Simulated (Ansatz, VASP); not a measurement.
# V: VASP beside Ansatz

File INCAR:

```
SYSTEM = V
ALGO = Fast
EDIFF = 1E-7
EDIFFG = -0.01
ENCUT = 600
GGA = PS
IBRION = 2
ISIF = 3
ISMEAR = 0
LASPH = .True.
LCHARG = .False.
LREAL = .False.
LWAVE = .False.
NELM = 100
NSW = 80
PREC = Accurate
SIGMA = 0.1
```

KPOINTS

```
k-points
0
Gamma
  20 20 20
  0 0 0
```

Contents of POSCAR:

```
V
1.0
   -1.4757508025      1.4757508025      1.4757508025
    1.4757508025     -1.4757508025      1.4757508025
    1.4757508025      1.4757508025     -1.4757508025
V
1
Direct
    0.0000000000      0.0000000000      0.0000000000
```

Input for Ansatz:

```yaml
crystal:
  lattice:
    - [-1.4757508025, 1.4757508025, 1.4757508025]
    - [1.4757508025, -1.4757508025, 1.4757508025]
    - [1.4757508025, 1.4757508025, -1.4757508025]
  atoms:
    - { symbol: V, position: [0.0, 0.0, 0.0] }
basis:
  ecutwfc: 420
kpoints:
  mp_grid: { grid: [20, 20, 20] }
hamiltonian:
  xc: pbesol
scf:
  occupations: { method: gaussian, width: 0.1 }
output:
  forces: true
  stress: true
  eigenvalues: true
relax:
  adjacent_minimum: "off"
  f_tol: 0.01
  max_steps: 60
  cell: { stress_tol: 0.1 }
```

Alike in both runs: task relaxation of cell and atoms; functional PBEsol; k mesh 20 × 20 × 20; occupations gaussian, width 0.1 eV; no spin polarisation.

|  | VASP | Ansatz |
| --- | --- | --- |
| version | VASP 6.6.1 | Ansatz 0.2.0 |
| potentials or method | VASP PAW PBE potentials, release 64 (V_sv), cutoff 600 eV | scalar-relativistic, plane waves, PAW |
| valence electrons in the cell | 13 | 13 |

|  | VASP | Ansatz | Ansatz less VASP |
| --- | --- | --- | --- |
| gap on the k mesh at the Fermi level, each at its own relaxed structure (eV) | none | none | - |
| relaxed volume (Å³/atom) | 12.96 | 12.95 | -0.015 |
| relaxed cell length with the largest relative difference (Å) | 2.563 | 2.562 | -0.0010 |

VASP's potentials were made for PBE, not for PBEsol. A gap of «none» marks a metal or a gap that the smearing closes.
